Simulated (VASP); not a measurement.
## KTaO3: single point with r2SCAN

Crystal: KTaO3.

```
CELL_PARAMETERS angstrom
3.94982 0.00000 0.00000
0.00000 3.94982 0.00000
0.00000 0.00000 3.94982
ATOMIC_POSITIONS crystal
K 0.00000 0.00000 0.00000
Ta 0.50000 0.50000 0.50000
O 0.50000 0.50000 0.00000
O 0.50000 0.00000 0.50000
O 0.00000 0.50000 0.50000
```

This cell differs from its parent crystal: volume changed by -3%.

```
Program                : VASP 6.6.1
Task                   : single point
Functional             : r2SCAN
Potentials or basis    : VASP PAW PBE potentials, release 64 (K_sv, Ta_sv_GW, O)
Cutoff                 : 660 eV
k mesh                 : 6 × 6 × 6
Occupations            : gaussian, width 0.01 eV
Spin                   : no spin polarisation
Dipole correction      : no
Second run             : valence_matched
Further INCAR settings : ALGO = Normal; EDIFF = 1e-06; NBANDS = 28
```

```yaml
Pressure: 6.9 GPa
Band_gap_on_the_k_mesh: 2.69 eV, indirect (least direct gap 3.33 eV)
```

Levels at points of the mesh, in eV from the valence-band top:
| k point | band 16 | band 17 | band 18 | band 19 | band 20 | band 21 | band 22 | band 23 | band 24 | band 25 |
| --- | --- | --- | --- | --- | --- | --- | --- | --- | --- | --- |
| (0.00, 0.00, 0.00) | -1.13 | -1.13 | -0.64 | -0.64 | -0.64 | 2.69 | 2.69 | 2.69 | 7.53 | 7.53 |
| (0.50, 0.00, 0.00) | -2.38 | -2.20 | -1.61 | -0.88 | -0.88 | 2.86 | 5.66 | 5.66 | 7.56 | 9.60 |
| (0.50, 0.50, 0.00) | -2.92 | -1.66 | -1.49 | -1.49 | -0.04 | 5.70 | 5.70 | 7.06 | 8.60 | 10.94 |
| (0.50, 0.50, 0.50) | -4.04 | -4.04 | 0.00 | 0.00 | 0.00 | 7.22 | 7.22 | 7.22 | 9.75 | 9.75 |

Wall time 91 s on 1 thread of Intel(R) Xeon(R) 6975P-C (Granite Rapids) (shared host), peak memory 0.25 GiB.

Caveat: the PAW data sets were made with another functional, which shifts forces and pressure a little; spin-orbit coupling is left out, which moves the levels of the heavy elements. A k mesh can miss the band edges.
